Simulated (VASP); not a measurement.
# GaC3 in VASP: a series of runs

GaC3 is run at these levels: PBE+D3(BJ); tasks: single point.

Program: VASP 6.6.1. These are calculated values, not measurements. Logs are shortened: lines on timing, memory, paths and dates and some standing lists are left out, and cuts for length are marked.

## Step 1: The cell of the first run

Symmetry: Pm-3m, No. 221, cubic system. The conventional cell has a = 3.319 Å, b = 3.319 Å, c = 3.319 Å, α = 90.00°, β = 90.00°, γ = 90.00°. Within 3.1 Å of Ga (site symmetry m-3m) lie 12 C at 2.35 Å. C (site symmetry 4/mmm) has 4 Ga at 2.35 Å and 8 C at 2.35 Å within 3.1 Å.

## Step 2: Single point, PBE+D3(BJ)

Input file INCAR:

```
ALGO = Normal
EDIFF = 1E-6
ENCUT = 600
GGA = PE
GGA_COMPAT = F
ISIF = 2
ISMEAR = 1
IVDW = 12
LASPH = T
LCHARG = T
LELF = T
LREAL = F
LVHAR = T
LWAVE = F
NBANDS = 20
NELM = 120
PREC = Accurate
SIGMA = 0.1
```

Input file KPOINTS:

```
k-points
0
Gamma
  5 5 5
```

Input file POSCAR:

```
GaC3
1.0
    3.3189480000      0.0000000000      0.0000000000
    0.0000000000      3.3189480000      0.0000000000
    0.0000000000      0.0000000000      3.3189480000
Ga C
1 3
Direct
    0.0000000000      0.0000000000      0.0000000000
    0.0000000000      0.5000000000      0.5000000000
    0.5000000000      0.0000000000      0.5000000000
    0.5000000000      0.5000000000      0.0000000000
```

Potentials or basis: VASP PAW PBE potentials, release 64 (Ga_d, C).

Command:

```sh
$ cat potpaw_PBE.64/Ga_d/POTCAR potpaw_PBE.64/C/POTCAR > POTCAR
$ mpirun -np 1 vasp_std > vasp.out
```

OUTCAR:

```text
EDIFF = 1E-6
   ENCUT = 600
   GGA = PE
   ISIF = 2
   ISMEAR = 1
   IVDW = 12
   LASPH = T
   LREAL = F
   NELM = 120
   PREC = Accurate
 IVDW          = 12

 ion  position               nearest neighbor table
   1  0.000  0.000  0.000-   2 2.35   3 2.35   4 2.35   2 2.35   3 2.35   2 2.35   4 2.35   2 2.35
                             3 2.35   4 2.35   3 2.35   4 2.35
   2  0.000  0.500  0.500-   1 2.35   1 2.35   1 2.35   1 2.35
   3  0.500  0.000  0.500-   1 2.35   1 2.35   1 2.35   1 2.35
   4  0.500  0.500  0.000-   1 2.35   1 2.35   1 2.35   1 2.35

  LATTYP: Found a simple cubic cell.
 ALAT       =     3.3189480000

  Lattice vectors:

 A1 = (   3.3189480000,   0.0000000000,   0.0000000000)
 A2 = (   0.0000000000,   3.3189480000,   0.0000000000)
 A3 = (   0.0000000000,   0.0000000000,   3.3189480000)

Analysis of symmetry for initial positions (statically):
=====================================================================
 Subroutine PRICEL returns:
 Original cell was already a primitive cell.

 Routine SETGRP: Setting up the symmetry group for a
 simple cubic supercell.

 Subroutine GETGRP returns: Found 48 space group operations
 (whereof 48 operations were pure point group operations)
 out of a pool of 48 trial point group operations.

The static configuration has the point symmetry O_h .

Analysis of symmetry for dynamics (positions and initial velocities):
=====================================================================
 Subroutine PRICEL returns:
 Original cell was already a primitive cell.

 Routine SETGRP: Setting up the symmetry group for a
 simple cubic supercell.

 Subroutine GETGRP returns: Found 48 space group operations
 (whereof 48 operations were pure point group operations)
 out of a pool of 48 trial point group operations.

The dynamic configuration has the point symmetry O_h .

 Subroutine INISYM returns: Found 48 space group operations
 (whereof 48 operations are pure point group operations),
 and found     1 'primitive' translations

----------------------------------------------------------------------------------------

                                     Primitive cell

  volume of cell :      36.5596

  direct lattice vectors                    reciprocal lattice vectors
     3.318948000  0.000000000  0.000000000     0.301300292  0.000000000  0.000000000
     0.000000000  3.318948000  0.000000000     0.000000000  0.301300292  0.000000000
     0.000000000  0.000000000  3.318948000     0.000000000  0.000000000  0.301300292

  length of vectors
     3.318948000  3.318948000  3.318948000     0.301300292  0.301300292  0.301300292

  position of ions in fractional coordinates (direct lattice)
     0.000000000  0.000000000  0.000000000
     0.000000000  0.500000000  0.500000000
     0.500000000  0.000000000  0.500000000
     0.500000000  0.500000000  0.000000000

  ion indices of the primitive-cell ions
   primitive index   ion index
                 1           1
                 2           2
                 3           3
                 4           4

----------------------------------------------------------------------------------------

 KPOINTS: k-points

Automatic generation of k-mesh.
 Grid dimensions read from file:
 generate k-points for:    5    5    5

 Generating k-lattice:

  Cartesian coordinates                     Fractional coordinates (reciprocal lattice)
     0.060260058  0.000000000  0.000000000     0.200000000  0.000000000  0.000000000
     0.000000000  0.060260058  0.000000000     0.000000000  0.200000000  0.000000000
     0.000000000  0.000000000  0.060260058     0.000000000  0.000000000  0.200000000

  Length of vectors
     0.060260058  0.060260058  0.060260058

  Shift w.r.t. Gamma in fractional coordinates (k-lattice)
     0.000000000  0.000000000  0.000000000

 Subroutine IBZKPT returns following result:
 ===========================================

 Found     10 irreducible k-points:

 Following reciprocal coordinates:
            Coordinates               Weight
  0.000000  0.000000  0.000000      1.000000
  0.200000  0.000000  0.000000      6.000000
  0.400000  0.000000  0.000000      6.000000
  0.200000  0.200000  0.000000     12.000000
  0.400000  0.200000  0.000000     24.000000
  0.400000  0.400000  0.000000     12.000000
  0.200000  0.200000  0.200000      8.000000
  0.400000  0.200000  0.200000     24.000000
  0.400000  0.400000  0.200000     24.000000
  0.400000  0.400000  0.400000      8.000000
   k-points           NKPTS =     10   k-points in BZ     NKDIM =     10   number of bands    NBANDS=     20
   number of dos      NEDOS =    301   number of ions     NIONS =      4
   total plane-waves  NPLWV =  21952
   dimension x,y,z NGX =    28 NGY =   28 NGZ =   28
   dimension x,y,z NGXF=    56 NGYF=   56 NGZF=   56
   ions per type =               1   3
   NGX,Y,Z   is equivalent  to a cutoff of  14.03, 14.03, 14.03 a.u.
   NGXF,Y,Z  is equivalent  to a cutoff of  28.05, 28.05, 28.05 a.u.
 SYSTEM =  unknown system
   PREC   = accura    normal or accurate (medium, high low for compatibility)
   ISTART =      0    job   : 0-new  1-cont  2-samecut
   ICHARG =      2    charge: 1-file 2-atom 10-const
   ISPIN  =      1    spin polarized calculation?
   LNONCOLLINEAR =      F non collinear calculations
   LSORBIT =      F    spin-orbit coupling
   LASPH  =      T    aspherical Exc in radial PAW
   ENCUT  =  600.0 eV  44.10 Ry    6.64 a.u.   6.63  6.63  6.63*2*pi/ulx,y,z
   NELM   =    120;   NELMIN=  2; NELMDL= -5     # of ELM steps
   EDIFF  = 0.1E-05   stopping-criterion for ELM
   LREAL  =      F    real-space projection
   EDIFFG = 0.1E-04   stopping-criterion for IOM
   NSW    =      0    number of steps for IOM
   IBRION =     -1    ionic relax: 0-MD 1-quasi-New 2-CG
   NFREE  =      0    steps in history (QN), initial steepest desc. (CG)
   ISIF   =      2    stress and relaxation
   ISYM   =      2    0-nonsym 1-usesym 2-fastsym
   POTIM  = 0.5000    time-step for ionic-motion
   TEBEG  =    0.0;   TEEND  =   0.0 temperature during run
   PSTRESS=    0.0 pullay stress
   NELECT =      25.0000    total number of electrons
   NUPDOWN=      -1.0000    fix difference up-down
   EMIN   =  10.00;   EMAX   =-10.00  energy-range for DOS
   EFERMI =   0.00;   METHOD = LEGACY
   ISMEAR =     1;   SIGMA  =   0.10  broadening in eV -4-tet -1-fermi 0-gaus
   EFERMI_NEDOS =   21; number of points for ismear=-14 and -15
   IALGO  =     38    algorithm
   IMIX   =      4    mixing-type and parameters
     AMIX     =   0.40;   BMIX     =  1.00
     AMIX_MAG =   1.60;   BMIX_MAG =  1.00
  volume/ion in A,a.u.               =       9.14        61.68
  Fermi-wavevector in a.u.,A,eV,Ry     =   1.442296  2.725544 28.303079  2.080218
  Thomas-Fermi vector in A             =   2.560832
   LORBIT       =      0    0 simple, 1 ext, 2 COOP (PROOUT), +10 PAW based schemes
   GGA     = PE    functional components
   LHFCALC =     F    Hartree Fock is set to
   AEXX    =    0.0000 exact exchange contribution
   IVDW    =    12    specifies the selected vdW correction
   LEPSILON=     F    determine dielectric tensor
   LRPA    =     F    only Hartree local field effects (RPA)
 non-spin polarized calculation
 Methfessel and Paxton  Order N= 1 SIGMA  =   0.10
  energy-cutoff  :      600.00
  volume of cell :       36.56
 maximum number of plane-waves:      1237
 NGX is ok and might be reduce to    28
   NGX = 13   NGY = 13   NGZ = 13

 number of electron      25.0000005 magnetization

 Free energy of the ion-electron system (eV)
  ---------------------------------------------------
  ext. energy  EPLUGINS =         0.00000000
  ---------------------------------------------------
  free energy    TOTEN  =       -17.67185789 eV

  energy without entropy =      -17.67166165  energy(sigma->0) =      -17.67179248

 E-fermi :   7.2477     XC(G=0): -12.5331

 val. band max:        7.2023298001   @ k =   0.2000   0.2000   0.2000
 cond. band min:       7.4446605360   @ k =   0.0000   0.0000   0.0000
 fundamental gap:      0.2423307359
 Fermi energy:         7.2477447224

 k-point     1 :       0.0000    0.0000    0.0000
  band No.  band energies     occupation
      1      -9.1619      2.00000
      2      -7.6628      2.00000
      3      -7.6628      2.00000
      4      -7.4592      2.00000
      5      -7.4592      2.00000
      6      -7.4592      2.00000
[... 12 lines left out ...]
     19      19.4167      0.00000
     20      19.4167      0.00000

 k-point     2 :       0.2000    0.0000    0.0000
  band No.  band energies     occupation
      1      -8.6952      2.00000
      2      -7.6478      2.00000
      3      -7.6252      2.00000
      4      -7.4938      2.00000
      5      -7.4938      2.00000
      6      -7.4575      2.00000
[... 12 lines left out ...]
     19      18.1967      0.00000
     20      19.1106      0.00000

 k-point     3 :       0.4000    0.0000    0.0000
  band No.  band energies     occupation
      1      -7.7231      2.00000
      2      -7.6234      2.00000
      3      -7.5484      2.00000
      4      -7.5484      2.00000
      5      -7.4547      2.00000
      6      -7.1775      2.00000
[... 12 lines left out ...]
     19      16.0288      0.00000
     20      17.6650      0.00000

 k-point     4 :       0.2000    0.2000    0.0000
  band No.  band energies     occupation
      1      -8.2638      2.00000
      2      -7.6295      2.00000
      3      -7.5970      2.00000
      4      -7.4942      2.00000
      5      -7.4895      2.00000
      6      -7.4871      2.00000
[... 12 lines left out ...]
     19      17.0880      0.00000
     20      17.6840      0.00000

 k-point     5 :       0.4000    0.2000    0.0000
  band No.  band energies     occupation
      1      -7.7279      2.00000
      2      -7.6208      2.00000
      3      -7.5578      2.00000
      4      -7.5431      2.00000
      5      -7.4854      2.00000
      6      -6.6784      2.00000
[... 12 lines left out ...]
     19      15.9858      0.00000
     20      16.0620      0.00000

 k-point     6 :       0.4000    0.4000    0.0000
  band No.  band energies     occupation
      1      -7.8344      2.00000
      2      -7.5920      2.00000
      3      -7.5357      2.00000
      4      -7.5330      2.00000
      5      -7.4392      2.00000
      6      -5.3394      2.00000
[... 12 lines left out ...]
     19      13.8177      0.00000
     20      17.6590      0.00000

 k-point     7 :       0.2000    0.2000    0.2000
  band No.  band energies     occupation
      1      -7.9400      2.00000
      2      -7.5907      2.00000
      3      -7.5907      2.00000
      4      -7.5264      2.00000
      5      -7.5264      2.00000
      6      -7.3368      2.00000
[... 12 lines left out ...]
     19      14.6329      0.00000
     20      19.2690      0.00000

 k-point     8 :       0.4000    0.2000    0.2000
  band No.  band energies     occupation
      1      -7.7326      2.00000
      2      -7.6137      2.00000
      3      -7.5678      2.00000
      4      -7.5535      2.00000
      5      -7.4997      2.00000
      6      -6.1976      2.00000
[... 12 lines left out ...]
     19      15.5118      0.00000
     20      18.0586      0.00000

 k-point     9 :       0.4000    0.4000    0.2000
  band No.  band energies     occupation
      1      -7.8004      2.00000
      2      -7.6232      2.00000
      3      -7.6130      2.00000
      4      -7.5224      2.00000
      5      -7.4299      2.00000
      6      -4.8534      2.00000
[... 12 lines left out ...]
     19      16.9944      0.00000
     20      18.8272      0.00000

 k-point    10 :       0.4000    0.4000    0.4000
  band No.  band energies     occupation
      1      -7.7590      2.00000
      2      -7.7218      2.00000
      3      -7.7218      2.00000
      4      -7.4207      2.00000
      5      -7.4207      2.00000
      6      -3.5196      2.00000
[... 12 lines left out ...]
     19      19.4285      0.00000
     20      20.5602      0.00000

------------------------ aborting loop because EDIFF is reached ----------------------------------------

 Edisp (eV)   -0.87337

 E8    (eV) :    -0.3199

  FORCE on cell =-STRESS in cart. coord.  units (eV):
  Direction    XX          YY          ZZ          XY          YZ          ZX
  --------------------------------------------------------------------------------------
  -------------------------------------------------------------------------------------
  Total       1.52232     1.52232     1.52232     0.00000     0.00000     0.00000
  in kB      66.71365    66.71365    66.71365     0.00000     0.00000     0.00000
  external pressure =       66.71 kB  Pullay stress =        0.00 kB

 VOLUME and BASIS-vectors are now :
 -----------------------------------------------------------------------------
  energy-cutoff  :      600.00
  volume of cell :       36.56
      direct lattice vectors                 reciprocal lattice vectors
     3.318948000  0.000000000  0.000000000     0.301300292  0.000000000  0.000000000
     0.000000000  3.318948000  0.000000000     0.000000000  0.301300292  0.000000000
     0.000000000  0.000000000  3.318948000     0.000000000  0.000000000  0.301300292

 POSITION                                       TOTAL-FORCE (eV/Angst)
 -----------------------------------------------------------------------------------
      0.00000      0.00000      0.00000         0.000000      0.000000      0.000000
      0.00000      1.65947      1.65947         0.000000      0.000000      0.000000
      1.65947      0.00000      1.65947         0.000000      0.000000      0.000000
      1.65947      1.65947      0.00000         0.000000      0.000000      0.000000
 -----------------------------------------------------------------------------------
    total drift:                               -0.000000      0.000000      0.000000

  FREE ENERGIE OF THE ION-ELECTRON SYSTEM (eV)
  ---------------------------------------------------
  free  energy   TOTEN  =       -18.5452303632 eV

  energy  without entropy=      -18.5450341261  energy(sigma->0) =      -18.54516495
```

Wall time 10 s (1 thread of AMD EPYC 7R43 (Zen 3), shared host); peak memory 0.13 GiB.

Results:

* Free energy: -18.5452 eV
* Pressure: 6.7 GPa
* Dispersion energy per atom: -0.218 eV

Levels at points of the mesh, in eV from the Fermi level:
```tsv
k point	band 10	band 11	band 12	band 13	band 14	band 15
(0.00, 0.00, 0.00)	-5.19	-5.19	0.20	1.48	1.48	1.48
```

Caveat: the k points lie up to 0.38 Å⁻¹ apart; pairwise dispersion overbinds metals, which lowers pressure and volume.

## Step 3: Single point, PBE+D3(BJ)

Input file INCAR:

```
  ALGO = Normal
  EDIFF = 1E-6
  ENCUT = 600
  GGA = PE
  GGA_COMPAT = F
  ISIF = 2
  ISMEAR = 1
  IVDW = 12
  LASPH = T
  LCHARG = T
  LELF = T
  LREAL = F
  LVHAR = T
  LWAVE = F
  NBANDS = 20
  NELM = 120
  PREC = Accurate
  SIGMA = 0.1
```

KPOINTS is that of step 2.

POSCAR, as its differences from that of step 2:

```diff
@@ -10,3 +10,3 @@
     0.0000000000      0.5000000000      0.5000000000
-    0.5000000000      0.0000000000      0.5000000000
+    0.5000000000      0.0100000000      0.5000000000
     0.5000000000      0.5000000000      0.0000000000
```

Potentials or basis: VASP PAW PBE potentials, release 64 (Ga_d, C).

Command:

```sh
$ cat potpaw_PBE.64/Ga_d/POTCAR potpaw_PBE.64/C/POTCAR > POTCAR
$ mpirun -np 1 vasp_std > vasp.out
```

Run time: 16 s. Hardware: 1 thread of AMD EPYC 7R43 (Zen 3), shared host; peak memory 0.14 GiB.

The run converged. Its results:

```yaml
Free_energy: -18.5531 eV
Pressure: 6.5 GPa
Largest_force: 0.427 eV/Å
Dispersion_energy_per_atom: -0.218 eV
```

Forces on the atoms (eV/Å):
```
Ga   0.000 -0.159  0.000
C    0.000 -0.134  0.000
C    0.000  0.427  0.000
C    0.000 -0.134  0.000
```

Stress tensor (GPa, compression positive):
```
6.64 0.00 0.00
0.00 6.17 0.00
0.00 0.00 6.64
```

Levels at points of the mesh, in eV from the Fermi level:
```tsv
k point	band 10	band 11	band 12	band 13	band 14	band 15
(0.00, 0.00, 0.00)	-5.23	-5.22	0.14	1.44	1.44	1.44
```

Caveat: the k points lie up to 0.38 Å⁻¹ apart; pairwise dispersion overbinds metals, which lowers pressure and volume.

## Step 4: Single point, PBE+D3(BJ)

Input file INCAR:

```
PREC = Accurate
ENCUT = 600
EDIFF = 1E-6
ISMEAR = 1
SIGMA = 0.1
LREAL = F
LASPH = T
NELM = 120
ALGO = Normal
ISIF = 2
LWAVE = F
LCHARG = F
GGA = PE
IVDW = 12
NBANDS = 20
GGA_COMPAT = F
```

Input file KPOINTS:

```
Automatic mesh
0
Gamma
  5 5 5
```

POSCAR, as its differences from that of step 3:

```diff
@@ -10,3 +10,3 @@
     0.0000000000      0.5000000000      0.5000000000
-    0.5000000000      0.0100000000      0.5000000000
+    0.5000000000      0.0200000000      0.5000000000
     0.5000000000      0.5000000000      0.0000000000
```

Command:

```sh
$ cat potpaw_PBE.64/Ga_d/POTCAR potpaw_PBE.64/C/POTCAR > POTCAR
$ mpirun -np 1 vasp_std > vasp.out
```

It took 16 s on 1 thread of AMD EPYC 7R43 (Zen 3), shared host; peak memory 0.14 GiB.

Results (log left out):

```yaml
Free_energy: -18.5720 eV
Pressure: 6.1 GPa
Largest_force: 0.720 eV/Å
Dispersion_energy_per_atom: -0.218 eV
```

Forces on the atoms (eV/Å):
```
Ga   0.000 -0.291  0.000
C    0.000 -0.214  0.000
C    0.000  0.720  0.000
C    0.000 -0.214  0.000
```

Stress tensor (GPa, compression positive):
```
6.17 0.00 0.00
0.00 5.83 0.00
0.00 0.00 6.17
```

Levels at points of the mesh, in eV from the Fermi level:
```
           k point  band 10  band 11  band 12  band 13  band 14  band 15
(0.00, 0.00, 0.00)    -5.33    -5.28     0.03     1.36     1.36     1.36
```

Caveat: the k points lie up to 0.38 Å⁻¹ apart; pairwise dispersion overbinds metals, which lowers pressure and volume.

## Step 5: Single point, PBE+D3(BJ)

Input file INCAR:

```
ALGO = Normal
EDIFF = 1E-6
ENCUT = 600
GGA = PE
GGA_COMPAT = F
ISIF = 2
ISMEAR = 1
IVDW = 12
LASPH = T
LCHARG = F
LREAL = F
LWAVE = F
NBANDS = 20
NELM = 120
PREC = Accurate
SIGMA = 0.1
```

Input file KPOINTS:

```
k-points
0
Gamma
  5 5 5
```

POSCAR, as its differences from that of step 4:

```diff
@@ -10,3 +10,3 @@
     0.0000000000      0.5000000000      0.5000000000
-    0.5000000000      0.0200000000      0.5000000000
+    0.5000000000      0.0300000000      0.5000000000
     0.5000000000      0.5000000000      0.0000000000
```

Command:

```sh
$ cat potpaw_PBE.64/Ga_d/POTCAR potpaw_PBE.64/C/POTCAR > POTCAR
$ mpirun -np 1 vasp_std > vasp.out
```

It took 24 s on 1 thread of AMD EPYC 7R43 (Zen 3), shared host; peak memory 0.14 GiB.

The run converged. Its results:

```yaml
Free_energy: -18.6023 eV
Pressure: 5.5 GPa
Largest_force: 1.123 eV/Å
Dispersion_energy_per_atom: -0.217 eV
```

Forces on the atoms (eV/Å):
```
Ga   0.000 -0.415  0.000
C    0.000 -0.354  0.000
C    0.000  1.123  0.000
C    0.000 -0.354  0.000
```

Stress tensor (GPa, compression positive):
```
6.33 0.00 0.00
0.00 3.91 0.00
0.00 0.00 6.33
```

Levels at points of the mesh, in eV from the Fermi level:
| k point | band 8 | band 9 | band 10 | band 11 | band 12 | band 13 | band 14 | band 15 | band 16 | band 17 |
| --- | --- | --- | --- | --- | --- | --- | --- | --- | --- | --- |
| (0.00, 0.00, 0.00) | -6.22 | -5.39 | -5.39 | -5.31 | -0.06 | 1.30 | 1.31 | 1.31 | 3.91 | 3.91 |

Caveat: the k points lie up to 0.38 Å⁻¹ apart; pairwise dispersion overbinds metals, which lowers pressure and volume; forces of over 1 eV/Å act on the atoms, so gaps and moduli don't describe the material at rest.
